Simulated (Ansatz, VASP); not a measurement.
One calculation of TePt, two programs

```
CELL_PARAMETERS angstrom
4.19830 0.00000 0.00000
-2.09915 3.63583 0.00000
0.00000 0.00000 5.50407
ATOMIC_POSITIONS crystal
Te 0.33333 0.66667 0.25000
Te 0.66667 0.33333 0.75000
Pt 0.00000 0.00000 0.00000
Pt 0.00000 0.00000 0.50000
```

Alike in both runs: functional LDA; k mesh 12 × 12 × 8; occupations gaussian, width 0.1 eV; no spin polarisation.

Ansatz relaxed the structure, and its values are those at the end. VASP's run is a single point on that final structure, the one shown.

```csv
,VASP,Ansatz
version,VASP 6.6.1,Ansatz 0.2.0
potentials or method,"VASP PAW LDA potentials, release 64 (Te, Pt), cutoff 520 eV","scalar-relativistic, plane waves, PAW"
valence electrons in the cell,32,68
```

|  | VASP | Ansatz | Ansatz less VASP |
| --- | --- | --- | --- |
| gap on the k mesh at the Fermi level (eV) | none | none | - |
| pressure (GPa) | 0.2 | 0.0 | -0.25 |

Ansatz warns that its potentials were made for another functional, while VASP's fit it. LDA's correlation is that of Perdew and Zunger in VASP and of Perdew and Wang (1992) in Ansatz. A gap of «none» marks a metal or a gap that the smearing closes. VASP's potentials hold 32 valence electrons a cell and Ansatz's 68, so a difference there can come from the potentials and not from the codes.

Spin-orbit coupling is off throughout.
